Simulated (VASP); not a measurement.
# La (Pm-3m) in VASP: single point with LDA

Aim: the single point of La with LDA.

All numbers are computed with VASP 6.6.1; they aren't measurements. Logs are shortened: lines on timing, memory, paths and dates and some standing lists are left out, and cuts for length are marked.

## (1) The cell of the first run

Symmetry: Pm-3m, No. 221, cubic system. Conventional cell: a = 3.177 Å, b = 3.177 Å, c = 3.177 Å, α = 90.00°, β = 90.00°, γ = 90.00°. Within 4.2 Å of La (site symmetry m-3m) lie 6 La at 3.18 Å.

## (2) Single point, LDA

Input file INCAR:

```
ALGO     = Normal         # electronic algorithm
EDIFF    = 1E-7           # SCF threshold, eV
ENCUT    = 520            # plane-wave cutoff, eV
ISIF     = 2              # what is computed and relaxed
ISMEAR   = -1             # smearing method
LASPH    = True           # aspherical terms in the spheres
LCHARG   = False          # write CHGCAR
LREAL    = False          # projectors in reciprocal space
LWAVE    = False          # write WAVECAR
NBANDS   = 12             # bands
NELM     = 80             # most SCF steps
PREC     = Accurate       # precision mode
SIGMA    = 0.13605693000000002 # smearing width, eV
```

Input file KPOINTS:

```
k-points
0
Gamma
  10 10 10
```

Input file POSCAR:

```
La
1.0
    3.1767520865      0.0000000000      0.0000000000
    0.0000000000      3.1767520865      0.0000000000
    0.0000000000      0.0000000000      3.1767520865
La
1
Direct
    0.0000000000      0.0000000000      0.0000000000
```

Potentials or basis: VASP PAW LDA potentials, release 64 (La).

The run is started by

```bash
> cat potpaw_LDA.64/La/POTCAR > POTCAR
> mpirun -np 1 vasp_std > vasp.out
```

OUTCAR:

```text
EDIFF = 1E-7
   ENCUT = 520
   ISIF = 2
   ISMEAR = -1
   LASPH = True
   LREAL = False
   NELM = 80
   PREC = Accurate

 ion  position               nearest neighbor table
   1  0.000  0.000  0.000-

  LATTYP: Found a simple cubic cell.
 ALAT       =     3.1767520865

  Lattice vectors:

 A1 = (   3.1767520865,   0.0000000000,   0.0000000000)
 A2 = (   0.0000000000,   3.1767520865,   0.0000000000)
 A3 = (   0.0000000000,   0.0000000000,   3.1767520865)

Analysis of symmetry for initial positions (statically):
=====================================================================
 Subroutine PRICEL returns:
 Original cell was already a primitive cell.

 Routine SETGRP: Setting up the symmetry group for a
 simple cubic supercell.

 Subroutine GETGRP returns: Found 48 space group operations
 (whereof 48 operations were pure point group operations)
 out of a pool of 48 trial point group operations.

The static configuration has the point symmetry O_h .

Analysis of symmetry for dynamics (positions and initial velocities):
=====================================================================
 Subroutine PRICEL returns:
 Original cell was already a primitive cell.

 Routine SETGRP: Setting up the symmetry group for a
 simple cubic supercell.

 Subroutine GETGRP returns: Found 48 space group operations
 (whereof 48 operations were pure point group operations)
 out of a pool of 48 trial point group operations.

The dynamic configuration has the point symmetry O_h .

 Subroutine INISYM returns: Found 48 space group operations
 (whereof 48 operations are pure point group operations),
 and found     1 'primitive' translations

----------------------------------------------------------------------------------------

                                     Primitive cell

  volume of cell :      32.0590

  direct lattice vectors                    reciprocal lattice vectors
     3.176752087  0.000000000  0.000000000     0.314786918  0.000000000  0.000000000
     0.000000000  3.176752087  0.000000000     0.000000000  0.314786918  0.000000000
     0.000000000  0.000000000  3.176752087     0.000000000  0.000000000  0.314786918

  length of vectors
     3.176752087  3.176752087  3.176752087     0.314786918  0.314786918  0.314786918

  position of ions in fractional coordinates (direct lattice)
     0.000000000  0.000000000  0.000000000

  ion indices of the primitive-cell ions
   primitive index   ion index
                 1           1

----------------------------------------------------------------------------------------

 KPOINTS: k-points

Automatic generation of k-mesh.
 Grid dimensions read from file:
 generate k-points for:   10   10   10

 Generating k-lattice:

  Cartesian coordinates                     Fractional coordinates (reciprocal lattice)
     0.031478692  0.000000000  0.000000000     0.100000000  0.000000000  0.000000000
     0.000000000  0.031478692  0.000000000     0.000000000  0.100000000  0.000000000
     0.000000000  0.000000000  0.031478692     0.000000000  0.000000000  0.100000000

  Length of vectors
     0.031478692  0.031478692  0.031478692

  Shift w.r.t. Gamma in fractional coordinates (k-lattice)
     0.000000000  0.000000000  0.000000000

 Subroutine IBZKPT returns following result:
 ===========================================

 Found     56 irreducible k-points:

 Following reciprocal coordinates:
            Coordinates               Weight
  0.000000  0.000000  0.000000      1.000000
  0.100000  0.000000  0.000000      6.000000
  0.200000  0.000000  0.000000      6.000000
  0.300000  0.000000  0.000000      6.000000
  0.400000  0.000000  0.000000      6.000000
  0.500000  0.000000  0.000000      3.000000
[... 16 lines left out ...]
  0.200000  0.100000  0.100000     24.000000
  0.300000  0.100000  0.100000     24.000000
 [... further k-points ...]
   k-points           NKPTS =     56   k-points in BZ     NKDIM =     56   number of bands    NBANDS=     12
   number of dos      NEDOS =    301   number of ions     NIONS =      1
   total plane-waves  NPLWV =  13824
   dimension x,y,z NGX =    24 NGY =   24 NGZ =   24
   dimension x,y,z NGXF=    48 NGYF=   48 NGZF=   48
   ions per type =               1
   NGX,Y,Z   is equivalent  to a cutoff of  12.56, 12.56, 12.56 a.u.
   NGXF,Y,Z  is equivalent  to a cutoff of  25.12, 25.12, 25.12 a.u.
 SYSTEM =  unknown system
   PREC   = accura    normal or accurate (medium, high low for compatibility)
   ISTART =      0    job   : 0-new  1-cont  2-samecut
   ICHARG =      2    charge: 1-file 2-atom 10-const
   ISPIN  =      1    spin polarized calculation?
   LNONCOLLINEAR =      F non collinear calculations
   LSORBIT =      F    spin-orbit coupling
   LASPH  =      T    aspherical Exc in radial PAW
   ENCUT  =  520.0 eV  38.22 Ry    6.18 a.u.   5.91  5.91  5.91*2*pi/ulx,y,z
   NELM   =     80;   NELMIN=  2; NELMDL= -5     # of ELM steps
   EDIFF  = 0.1E-06   stopping-criterion for ELM
   LREAL  =      F    real-space projection
   EDIFFG = 0.1E-05   stopping-criterion for IOM
   NSW    =      0    number of steps for IOM
   IBRION =     -1    ionic relax: 0-MD 1-quasi-New 2-CG
   NFREE  =      0    steps in history (QN), initial steepest desc. (CG)
   ISIF   =      2    stress and relaxation
   ISYM   =      2    0-nonsym 1-usesym 2-fastsym
   POTIM  = 0.5000    time-step for ionic-motion
   TEBEG  =    0.0;   TEEND  =   0.0 temperature during run
   PSTRESS=    0.0 pullay stress
   NELECT =      11.0000    total number of electrons
   NUPDOWN=      -1.0000    fix difference up-down
   EMIN   =  10.00;   EMAX   =-10.00  energy-range for DOS
   EFERMI =   0.00;   METHOD = LEGACY
   ISMEAR =    -1;   SIGMA  =   0.14  broadening in eV -4-tet -1-fermi 0-gaus
   EFERMI_NEDOS =   21; number of points for ismear=-14 and -15
   IALGO  =     38    algorithm
   IMIX   =      4    mixing-type and parameters
     AMIX     =   0.40;   BMIX     =  1.00
     AMIX_MAG =   1.60;   BMIX_MAG =  1.00
  volume/ion in A,a.u.               =      32.06       216.34
  Fermi-wavevector in a.u.,A,eV,Ry     =   1.146100  2.165814 17.871858  1.313545
  Thomas-Fermi vector in A             =   2.282785
   LORBIT       =      0    0 simple, 1 ext, 2 COOP (PROOUT), +10 PAW based schemes
   GGA     = CA    functional components
   LHFCALC =     F    Hartree Fock is set to
   AEXX    =    0.0000 exact exchange contribution
   IVDW    =     0    specifies the selected vdW correction
   LEPSILON=     F    determine dielectric tensor
   LRPA    =     F    only Hartree local field effects (RPA)
 non-spin polarized calculation
  energy-cutoff  :      520.00
  volume of cell :       32.06
 maximum number of plane-waves:       912
 NGX is ok and might be reduce to    24
   NGX = 11   NGY = 11   NGZ = 11

 number of electron      10.9999998 magnetization

 Free energy of the ion-electron system (eV)
  ---------------------------------------------------
  ext. energy  EPLUGINS =         0.00000000
  ---------------------------------------------------
  free energy    TOTEN  =        -5.20205511 eV

  energy without entropy =       -5.09951655  energy(sigma->0) =       -5.15078583

 E-fermi :   9.0129     XC(G=0): -10.3093

 val. band max:        8.9654364911   @ k =   0.3000   0.2000   0.0000
 cond. band min:       9.0285891616   @ k =   0.2000   0.2000   0.0000
 fundamental gap:      0.0631526705
 Fermi energy:         9.0128842375

 k-point     1 :       0.0000    0.0000    0.0000
  band No.  band energies     occupation
      1     -23.9292      2.00000
      2      -6.2251      2.00000
      3      -6.2251      2.00000
      4      -6.2251      2.00000
      5       6.3193      2.00000
      6       7.6449      1.99991
      7       7.6449      1.99991
      8      11.0261      0.00000
      9      11.0261      0.00000
     10      11.0261      0.00000
     11      11.3235      0.00000
     12      11.3235      0.00000

 k-point     2 :       0.1000    0.0000    0.0000
  band No.  band energies     occupation
      1     -23.8949      2.00000
      2      -6.5416      2.00000
      3      -6.1979      2.00000
      4      -6.1979      2.00000
      5       6.5814      2.00000
      6       7.7155      1.99986
      7       8.0673      1.99808
      8      10.9868      0.00000
      9      11.0410      0.00000
     10      11.0410      0.00000
     11      11.2695      0.00000
     12      11.3322      0.00000

 k-point     3 :       0.2000    0.0000    0.0000
  band No.  band energies     occupation
      1     -23.8034      2.00000
      2      -7.2914      2.00000
      3      -6.1258      2.00000
      4      -6.1258      2.00000
      5       7.0750      2.00000
      6       7.9151      1.99937
      7       9.3425      0.16293
      8      10.8705      0.00000
      9      11.0833      0.00000
     10      11.0833      0.00000
     11      11.0954      0.00000
     12      11.3631      0.00000
[... 286 lines left out ...]
 k-point    23 :       0.2000    0.1000    0.1000
  band No.  band energies     occupation
      1     -23.7356      2.00000
      2      -7.2261      2.00000
      3      -6.4188      2.00000
      4      -6.3915      2.00000
      5       7.6890      1.99988
      6       8.4962      1.95612
      7       9.4269      0.09104
      8      10.7661      0.00001
      9      10.8311      0.00000
     10      11.0427      0.00000
     11      11.1337      0.00000
     12      11.4666      0.00000

 k-point    24 :       0.3000    0.1000    0.1000
  band No.  band energies     occupation
      1     -23.6189      2.00000
      2      -8.0324      2.00000
      3      -6.3200      2.00000
      4      -6.2953      2.00000
      5       8.1799      1.99562
      6       8.7568      1.73570
      7      10.3026      0.00015
      8      10.5118      0.00003
      9      10.7654      0.00001
     10      11.0585      0.00000
     11      11.1996      0.00000
     12      11.4665      0.00000

 [... further k-points ...]
[... 5 lines left out ...]
  --------------------------------------------------------------------------------------
  -------------------------------------------------------------------------------------
  Total       -0.0908383     -0.0908383     -0.0908383     -0.0000000      0.0000000     -0.0000000
  in kB       -4.5397257     -4.5397257     -4.5397257     -0.0000000      0.0000000     -0.0000000
  external PRESSURE =      -4.5397257 kB  Pullay stress =       0.0000000 kB

 VOLUME and BASIS-vectors are now :
 -----------------------------------------------------------------------------
  energy-cutoff  :      520.00
  volume of cell :       32.06
      direct lattice vectors                 reciprocal lattice vectors
     3.176752087  0.000000000  0.000000000     0.314786918  0.000000000  0.000000000
     0.000000000  3.176752087  0.000000000     0.000000000  0.314786918  0.000000000
     0.000000000  0.000000000  3.176752087     0.000000000  0.000000000  0.314786918

 POSITION                                       TOTAL-FORCE (eV/Angst)
 -----------------------------------------------------------------------------------
      0.00000      0.00000      0.00000         0.000000      0.000000      0.000000
 -----------------------------------------------------------------------------------
    total drift:                               -0.000000      0.000000      0.000000

  FREE ENERGIE OF THE ION-ELECTRON SYSTEM (eV)
  ---------------------------------------------------
  free  energy   TOTEN  =        -5.2020551146 eV

  energy  without entropy=       -5.0995165453  energy(sigma->0) =       -5.15078583
```

Run time: 7.8 s. Hardware: 1 thread of Intel Xeon Platinum 8488C (Sapphire Rapids), shared host; peak memory 0.15 GiB.

Results:

- Free energy: -5.2021 eV
- Pressure: -0.5 GPa

Levels at points of the mesh, in eV from the Fermi level:
```csv
k point,band 2,band 3,band 4,band 5,band 6,band 7,band 8,band 9
"(0.00, 0.00, 0.00)",-15.24,-15.24,-15.24,-2.69,-1.37,-1.37,2.01,2.01
"(0.50, 0.00, 0.00)",-17.93,-14.94,-14.94,-0.40,-0.40,0.94,1.38,2.19
"(0.50, 0.50, 0.00)",-17.48,-17.48,-14.67,-2.93,0.79,1.46,1.46,2.15
"(0.50, 0.50, 0.50)",-17.08,-17.08,-17.08,-1.41,-1.41,-1.41,1.10,2.16
```

Caveat: spin-orbit coupling is left out, which moves the levels of the heavy elements.
